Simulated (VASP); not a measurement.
Runs of VASP 6.6.1 on Hf3H. The structure is that of space group Pm-3m (No. 221), or close to it. The cells are those of the table. 

| task | cell | k mesh | cutoff (eV) | gap on the mesh (eV) | pressure (GPa) | relaxed volume (Å³/atom) |
| --- | --- | --- | --- | --- | --- | --- |
| relaxation of cell and atoms | relaxed from a = 3.985 Å, 4 atoms | 4 × 4 × 4 | 600 | none | 0.0 | (b) |
| single point | a = 4.228 Å, 4 atoms | 12 × 12 × 12 | 520 | none | -0.3 | - |
| single point | a = 4.234 Å, 4 atoms | 4 × 4 × 4 | 520 | none | -0.2 | - |
| single point | a = 3.985 Å, 4 atoms | 4 × 4 × 4 | 520 | none | 20.5 | - |
| relaxation of cell and atoms | relaxed from a = 4.234 Å, 4 atoms | 12 × 12 × 12 | 600 | none | 0.0 | (a) |

Alike in all rows: level PBE; potentials or basis VASP PAW PBE potentials, release 64 (Hf_pv, H); no spin polarisation; smearing gaussian 0.1 eV.

Task: Fill in the values left out.

Result: (a) 18.82; (b) 18.92.

Caveats: some runs use coarse meshes; spin-orbit coupling is left out, which moves the levels of the heavy elements; the volume moved by over 15 % at a fixed basis, so the end points are rough (at least some runs).

A k mesh can miss the band edges, and the runs leave out spin-orbit coupling on Hf.

A gap of «none» marks levels without a gap at the run's occupations.
